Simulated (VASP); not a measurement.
Wanted: the native input for a VASP 6.6.1 run.

| Quantity | Value |
| --- | --- |
| Task | single point |
| Functional | PBE |
| Potentials or basis | VASP PAW PBE potentials, release 64 (Cu, F) |
| Cutoff | 520 eV |
| k mesh | 9 × 9 × 7 |
| Occupations | methfessel-paxton, width 0.05 eV |
| Spin | no spin polarisation |
| Dipole correction | no |
| Further INCAR settings | ALGO = Normal; EDIFF = 1e-07; NBANDS = 16 |

The structure of CuF lies in POSCAR:

```
CuF
1.0
    2.4710065500      0.0000000000      0.0000000000
    0.0000000000      2.4710065500      0.0000000000
    0.0000000000      0.0000000000      3.4165013900
Cu F
1 1
Direct
    0.0000000000      0.0000000000      0.0000000000
    0.5000000000      0.5000000000      0.5000000000
```

The input as run:

INCAR

```
SYSTEM = CuF
ALGO     = Normal         ! electronic algorithm
EDIFF    = 1E-7           ! SCF threshold, eV
ENCUT    = 520            ! plane-wave cutoff, eV
GGA      = PE             ! functional
ISIF     = 2              ! what is computed and relaxed
ISMEAR   = 1              ! smearing method
LASPH    = .TRUE.         ! aspherical terms in the spheres
LCHARG   = .FALSE.        ! write CHGCAR
LREAL    = .FALSE.        ! projectors in reciprocal space
LWAVE    = .FALSE.        ! write WAVECAR
NBANDS   = 16             ! bands
NELM     = 100            ! most SCF steps
PREC     = Accurate       ! precision mode
SIGMA    = 0.05           ! smearing width, eV
```

KPOINTS

```
k-points
0
G
  9 9 7
  0 0 0
```

Potentials or basis: VASP PAW PBE potentials, release 64 (Cu, F).

Run with:

```console
$ cat potpaw_PBE.64/Cu/POTCAR potpaw_PBE.64/F/POTCAR > POTCAR
$ mpirun -np 1 vasp_std > vasp.out
```

It gave:

| Quantity | Value |
| --- | --- |
| Pressure | 4.3 GPa |
| Band gap on the k mesh | zero (band 9 reaches 4.39 eV, above the bottom of band 10 at 4.02 eV) |

Caveat: semilocal functionals often make such compounds metallic where correlation or magnetic order opens a gap, which also shifts bond lengths.

Run time: 40 s on 1 thread of Intel Xeon 8259CL (shared host), peak memory 0.14 GiB.
